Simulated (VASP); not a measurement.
Wanted: the native input for a VASP 6.6.1 run.

```yaml
Task: single point
Functional: PBE
Potentials_or_basis: VASP PAW PBE potentials, release 64 (Mg, O)
Cutoff: 520 eV
k_mesh: 11 × 11 × 11
Occupations: gaussian, width 0.01 eV
Spin: no spin polarisation
Dipole_correction: no
Further_INCAR_settings: ALGO = Normal; EDIFF = 1e-06; NBANDS = 11
```

The structure of MgO (MgO (Fm-3m)) lies in POSCAR:

```
MgO
1.0
    0.0000000000      2.1271906151      2.1271906151
    2.1271906151      0.0000000000      2.1271906151
    2.1271906151      2.1271906151      0.0000000000
Mg O
1 1
Direct
    0.0000000000      0.0000000000      0.0000000000
    0.5000000000      0.5000000000      0.5000000000
```

The input as run:

INCAR

```
SYSTEM = MgO
PREC     = Accurate       ! precision mode
ENCUT    = 520            ! plane-wave cutoff, eV
EDIFF    = 1E-6           ! SCF threshold, eV
ISMEAR   = 0              ! smearing method
SIGMA    = 0.01           ! smearing width, eV
LREAL    = .False.        ! projectors in reciprocal space
LASPH    = .True.         ! aspherical terms in the spheres
NELM     = 80             ! most SCF steps
ALGO     = Normal         ! electronic algorithm
ISIF     = 2              ! what is computed and relaxed
LWAVE    = .False.        ! write WAVECAR
LCHARG   = .False.        ! write CHGCAR
GGA      = PE             ! functional
NBANDS   = 11             ! bands
```

KPOINTS

```
regular mesh
0
Gamma
  11 11 11
  0 0 0
```

Potentials or basis: VASP PAW PBE potentials, release 64 (Mg, O).

The run is started by

```bash
$ cat potpaw_PBE.64/Mg/POTCAR potpaw_PBE.64/O/POTCAR > POTCAR
$ mpirun -np 1 vasp_std > vasp.out
```

It gave:

```yaml
Pressure: -0.8 GPa
Band_gap_on_the_k_mesh: 4.44 eV, direct
```

Wall time 7.1 s on 1 thread of Intel(R) Xeon(R) Platinum 8259CL CPU @ 2.50GHz (Skylake/Cascade Lake), with other jobs on the host, peak memory 0.14 GiB.
